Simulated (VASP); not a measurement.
# CaO (P4/mmm) in VASP: a series of runs

The runs below take CaO through single point, relaxation of cell and atoms, with PBE.

All numbers are computed with VASP 6.6.1; they aren't measurements. Logs are shortened: lines on timing, memory, paths and dates and some standing lists are left out, and cuts for length are marked.

## 1. The cell of the first run

The structure is tetragonal, space group P4/mmm (No. 123). The conventional cell has a = 3.202 Å, b = 3.202 Å, c = 3.741 Å, α = 90.00°, β = 90.00°, γ = 90.00°. Within 3.9 Å of Ca (site symmetry 4/mmm) lie 8 O at 2.94 Å and 6 Ca at 3.20 to 3.74 Å. O (site symmetry 4/mmm) has 8 Ca at 2.94 Å and 6 O at 3.20 to 3.74 Å within 3.9 Å.

## 2. Single point, PBE

INCAR

```
SYSTEM = CaO
PREC     = Accurate       ! precision mode
ENCUT    = 520            ! plane-wave cutoff, eV
EDIFF    = 1E-6           ! SCF threshold, eV
ISMEAR   = 0              ! smearing method
SIGMA    = 0.1            ! smearing width, eV
LREAL    = .FALSE.        ! projectors in reciprocal space
LASPH    = .TRUE.         ! aspherical terms in the spheres
NELM     = 80             ! most SCF steps
ALGO     = Normal         ! electronic algorithm
ISIF     = 2              ! what is computed and relaxed
LWAVE    = .FALSE.        ! write WAVECAR
LCHARG   = .FALSE.        ! write CHGCAR
GGA      = PE             ! functional
NBANDS   = 15             ! bands
```

KPOINTS

```
regular mesh
0
G
  6 6 4
  0 0 0
```

POSCAR

```
CaO
1.0
    3.2024310500      0.0000000000      0.0000000000
    0.0000000000      3.2024310500      0.0000000000
    0.0000000000      0.0000000000      3.7405377300
Ca O
1 1
Direct
    0.5000000000      0.5000000000      0.5000000000
    0.0000000000      0.0000000000      0.0000000000
```

Potentials or basis: VASP PAW PBE potentials, release 64 (Ca_sv, O).

On the command line:

```console
$ cat potpaw_PBE.64/Ca_sv/POTCAR potpaw_PBE.64/O/POTCAR > POTCAR
$ mpirun -np 1 vasp_std > vasp.out
```

OUTCAR:

```text
SYSTEM = CaO
   PREC = Accurate
   ENCUT = 520
   EDIFF = 1E-6
   ISMEAR = 0
   LREAL = .FALSE.
   LASPH = .TRUE.
   NELM = 80
   ISIF = 2
   GGA = PE

 ion  position               nearest neighbor table
   1  0.500  0.500  0.500-
   2  0.000  0.000  0.000-

  LATTYP: Found a simple tetragonal cell.
 ALAT       =     3.2024310500
 C/A-ratio  =     1.1680306841

  Lattice vectors:

 A1 = (   3.2024310500,   0.0000000000,   0.0000000000)
 A2 = (   0.0000000000,   3.2024310500,   0.0000000000)
 A3 = (   0.0000000000,   0.0000000000,   3.7405377300)

Analysis of symmetry for initial positions (statically):
=====================================================================
 Subroutine PRICEL returns:
 Original cell was already a primitive cell.

 Routine SETGRP: Setting up the symmetry group for a
 simple tetragonal supercell.

 Subroutine GETGRP returns: Found 16 space group operations
 (whereof 16 operations were pure point group operations)
 out of a pool of 16 trial point group operations.

The static configuration has the point symmetry D_4h.

Analysis of symmetry for dynamics (positions and initial velocities):
=====================================================================
 Subroutine PRICEL returns:
 Original cell was already a primitive cell.

 Routine SETGRP: Setting up the symmetry group for a
 simple tetragonal supercell.

 Subroutine GETGRP returns: Found 16 space group operations
 (whereof 16 operations were pure point group operations)
 out of a pool of 16 trial point group operations.

The dynamic configuration has the point symmetry D_4h.

 Subroutine INISYM returns: Found 16 space group operations
 (whereof 16 operations are pure point group operations),
 and found     1 'primitive' translations

----------------------------------------------------------------------------------------

                                     Primitive cell

  volume of cell :      38.3613

  direct lattice vectors                    reciprocal lattice vectors
     3.202431050  0.000000000  0.000000000     0.312262773  0.000000000  0.000000000
     0.000000000  3.202431050  0.000000000     0.000000000  0.312262773  0.000000000
     0.000000000  0.000000000  3.740537730     0.000000000  0.000000000  0.267341241

  length of vectors
     3.202431050  3.202431050  3.740537730     0.312262773  0.312262773  0.267341241

  position of ions in fractional coordinates (direct lattice)
     0.500000000  0.500000000  0.500000000
[... 83 lines left out ...]
   NFREE  =      0    steps in history (QN), initial steepest desc. (CG)
   ISIF   =      2    stress and relaxation
   ISYM   =      2    0-nonsym 1-usesym 2-fastsym
   POTIM  = 0.5000    time-step for ionic-motion
   TEBEG  =    0.0;   TEEND  =   0.0 temperature during run
   PSTRESS=    0.0 pullay stress
   NELECT =      16.0000    total number of electrons
   NUPDOWN=      -1.0000    fix difference up-down
   EMIN   =  10.00;   EMAX   =-10.00  energy-range for DOS
   EFERMI =   0.00;   METHOD = LEGACY
   ISMEAR =     0;   SIGMA  =   0.10  broadening in eV -4-tet -1-fermi 0-gaus
   EFERMI_NEDOS =   21; number of points for ismear=-14 and -15
   IALGO  =     38    algorithm
   IMIX   =      4    mixing-type and parameters
     AMIX     =   0.40;   BMIX     =  1.00
     AMIX_MAG =   1.60;   BMIX_MAG =  1.00
  volume/ion in A,a.u.               =      19.18       129.44
  Fermi-wavevector in a.u.,A,eV,Ry     =   1.223161  2.311439 20.355986  1.496123
  Thomas-Fermi vector in A             =   2.358282
   LORBIT       =      0    0 simple, 1 ext, 2 COOP (PROOUT), +10 PAW based schemes
   GGA     = PE    functional components
   LHFCALC =     F    Hartree Fock is set to
   AEXX    =    0.0000 exact exchange contribution
   IVDW    =     0    specifies the selected vdW correction
   LEPSILON=     F    determine dielectric tensor
   LRPA    =     F    only Hartree local field effects (RPA)
 non-spin polarized calculation
 Gauss-broadening in eV      SIGMA  =   0.10
  energy-cutoff  :      520.00
  volume of cell :       38.36
 maximum number of plane-waves:      1056
 NGX is ok and might be reduce to    24
   NGX = 11   NGY = 11   NGZ = 13

 number of electron      15.9999989 magnetization

 Free energy of the ion-electron system (eV)
  ---------------------------------------------------
  ext. energy  EPLUGINS =         0.00000000
  ---------------------------------------------------
  free energy    TOTEN  =       -10.34966117 eV

  energy without entropy =      -10.34965942  energy(sigma->0) =      -10.34966030

 E-fermi :   2.2727     XC(G=0):  -9.1576

 val. band max:        2.0123374158   @ k =   0.5000   0.0000   0.5000
 cond. band min:       2.5201728620   @ k =   0.0000   0.0000   0.0000
 fundamental gap:      0.5078354462
 Fermi energy:         2.2726597436

 k-point     1 :       0.0000    0.0000    0.0000
  band No.  band energies     occupation
      1     -39.2508      2.00000
      2     -20.0486      2.00000
      3     -20.0486      2.00000
      4     -20.0074      2.00000
      5     -13.6528      2.00000
      6       0.7927      2.00000
      7       1.7822      2.00000
      8       1.7822      2.00000
      9       2.5202      0.00046
     10       3.8533      0.00000
     11       4.6770      0.00000
     12       7.4150      0.00000
     13       7.4150      0.00000
     14       7.6947      0.00000
[... 401 lines left out ...]
      2     -20.4931      2.00000
      3     -20.0564      2.00000
      4     -20.0002      2.00000
      5     -13.3481      2.00000
      6       0.0418      2.00000
      7       0.0458      2.00000
      8       2.0123      1.99977
      9       3.9163      0.00000
     10       5.1912      0.00000
     11       6.3194      0.00000
     12       7.1283      0.00000
     13       7.9199      0.00000
     14       9.6174      0.00000
     15      10.8403      0.00000

 [... further k-points ...]
[... 5 lines left out ...]
  --------------------------------------------------------------------------------------
  -------------------------------------------------------------------------------------
  Total       -1.4426435     -1.4426435     -9.6728864      0.0000000      0.0000000      0.0000000
  in kB      -60.2526273    -60.2526273   -403.9922696      0.0000000      0.0000000      0.0000000
  external PRESSURE =    -174.8325080 kB  Pullay stress =       0.0000000 kB

 VOLUME and BASIS-vectors are now :
 -----------------------------------------------------------------------------
  energy-cutoff  :      520.00
  volume of cell :       38.36
      direct lattice vectors                 reciprocal lattice vectors
     3.202431050  0.000000000  0.000000000     0.312262773  0.000000000  0.000000000
     0.000000000  3.202431050  0.000000000     0.000000000  0.312262773  0.000000000
     0.000000000  0.000000000  3.740537730     0.000000000  0.000000000  0.267341241

 POSITION                                       TOTAL-FORCE (eV/Angst)
 -----------------------------------------------------------------------------------
      1.60122      1.60122      1.87027         0.000000      0.000000      0.000000
      0.00000      0.00000      0.00000         0.000000      0.000000      0.000000
 -----------------------------------------------------------------------------------
    total drift:                                0.000000      0.000000     -0.000000

  FREE ENERGIE OF THE ION-ELECTRON SYSTEM (eV)
  ---------------------------------------------------
  free  energy   TOTEN  =       -10.3496611717 eV

  energy  without entropy=      -10.3496594200  energy(sigma->0) =      -10.34966030
```

Run time: 6.6 s. Hardware: 1 thread of Intel Xeon Platinum 8488C (Sapphire Rapids), shared host; peak memory 0.15 GiB.

What came out:

```
Free energy            : -10.3497 eV
Pressure               : -17.5 GPa
Band gap on the k mesh : 0.51 eV, indirect (least direct gap 0.74 eV)
```

Stress tensor (GPa, compression positive):
```
 -6.03   0.00   0.00
  0.00  -6.03   0.00
  0.00   0.00 -40.40
```

A k mesh can miss the band edges. Expect the measured gap to be larger: semilocal functionals such as PBE lack the derivative discontinuity.

## 3. Relaxation of cell and atoms, PBE

INCAR

```
ALGO = Normal
EDIFF = 1E-7
EDIFFG = -0.04
ENCUT = 600
GGA = PE
IBRION = 2
ISIF = 3
ISMEAR = 0
LASPH = T
LCHARG = F
LREAL = F
LWAVE = F
NELM = 60
NSW = 90
PREC = Accurate
SIGMA = 0.1
```

KPOINTS

```
k-points
0
Gamma
  6 6 4
```

POSCAR is that of step 2.

Potentials or basis: VASP PAW PBE potentials, release 64 (Ca_sv, O).

On the command line:

```console
$ cat potpaw_PBE.64/Ca_sv/POTCAR potpaw_PBE.64/O/POTCAR > POTCAR
$ mpirun -np 1 vasp_std > vasp.out
```

OUTCAR:

```text
EDIFF = 1E-7
   EDIFFG = -0.04
   ENCUT = 600
   GGA = PE
   IBRION = 2
   ISIF = 3
   ISMEAR = 0
   LASPH = T
   LREAL = F
   NELM = 60
   NSW = 90
   PREC = Accurate

 ion  position               nearest neighbor table
   1  0.500  0.500  0.500-
   2  0.000  0.000  0.000-

  LATTYP: Found a simple tetragonal cell.
 ALAT       =     3.2024310500
 C/A-ratio  =     1.1680306841

  Lattice vectors:

 A1 = (   3.2024310500,   0.0000000000,   0.0000000000)
 A2 = (   0.0000000000,   3.2024310500,   0.0000000000)
 A3 = (   0.0000000000,   0.0000000000,   3.7405377300)

Analysis of symmetry for initial positions (statically):
=====================================================================
 Subroutine PRICEL returns:
 Original cell was already a primitive cell.

 Routine SETGRP: Setting up the symmetry group for a
 simple tetragonal supercell.

 Subroutine GETGRP returns: Found 16 space group operations
[... 184 lines left out ...]
      7       1.7817      2.00000
      8       1.7817      2.00000
      9       2.5205      0.00045
     10       3.8530      0.00000
     11       4.6770      0.00000
     12       7.4141      0.00000
[... 560 lines left out ...]
--------------------------------------- Ionic step        7  -------------------------------------------

 number of electron      15.9999999 magnetization

 Free energy of the ion-electron system (eV)
  ---------------------------------------------------
  ext. energy  EPLUGINS =         0.00000000
  ---------------------------------------------------
  free energy    TOTEN  =       -11.83946264 eV

  energy without entropy =      -11.83946264  energy(sigma->0) =      -11.83946264

 E-fermi :   4.3656     XC(G=0): -11.0646

 val. band max:        3.9279686520   @ k =   0.5000   0.0000   0.5000
 cond. band min:       6.6896064387   @ k =   0.0000   0.0000   0.0000
 fundamental gap:      2.7616377867
 Fermi energy:         4.3656378679

 k-point     1 :       0.0000    0.0000    0.0000
  band No.  band energies     occupation
      1     -35.4718      2.00000
      2     -15.9686      2.00000
      3     -15.9683      2.00000
      4     -15.9683      2.00000
      5     -12.4081      2.00000
      6       3.6147      2.00000
      7       3.6188      2.00000
      8       3.6188      2.00000
      9       6.6896      0.00000
     10       6.6909      0.00000
     11       8.7209      0.00000
     12      12.1361      0.00000
[... 374 lines left out ...]
  FREE ENERGIE OF THE ION-ELECTRON SYSTEM (eV)
  ---------------------------------------------------
  free  energy   TOTEN  =       -11.8394626410 eV

  energy  without entropy=      -11.8394626410  energy(sigma->0) =      -11.83946264

 reached required accuracy - stopping structural energy minimisation
```

It took 61 s on 1 thread of Intel Xeon Platinum 8488C (Sapphire Rapids), shared host; peak memory 0.18 GiB.

Results:

```yaml
Free_energy: -11.8395 eV
Relaxed_volume: 12.71 Å³/atom
Relaxed_cell: a = 2.940 Å, b = 2.940 Å, c = 2.941 Å, α = 90.00°, β = 90.00°, γ = 90.00°
Space_group_after_relaxing_to_0.05_Å: Pm-3m (No. 221)
Energy_gained_by_relaxing: 744.3 meV/atom
Ionic_steps: 7
Pressure_after_relaxing: -0.1 GPa
Band_gap_on_the_k_mesh: 2.76 eV, indirect (least direct gap 3.07 eV)
```

Stress tensor (GPa, compression positive):
```
-0.13  0.00  0.00
 0.00 -0.13  0.00
 0.00  0.00  0.00
```

Step by step:
```tsv
step	energy change (eV)	largest force (eV/Å)	pressure (GPa)	volume (Å³)
1	0.0000	0.0000	-17.54	38.36
2	-1.3312	0.0000	-6.67	27.37
3	-1.3439	0.0000	-8.33	27.98
4	-1.4559	0.0000	7.34	23.93
5	-1.4776	0.0000	1.89	24.98
6	-1.4876	0.0000	-0.64	25.56
7	-1.4886	0.0000	-0.08	25.42
```

Final structure:
```
Ca O
1.0
     2.93984    0.00000    0.00000
     0.00000    2.93984    0.00000
     0.00000    0.00000    2.94137
Ca O
1 1
Direct
  0.50000 0.50000 0.50000
  0.00000 0.00000 0.00000
```

Caveat: the volume moved by over 15 % at a fixed basis, so the end points are rough.
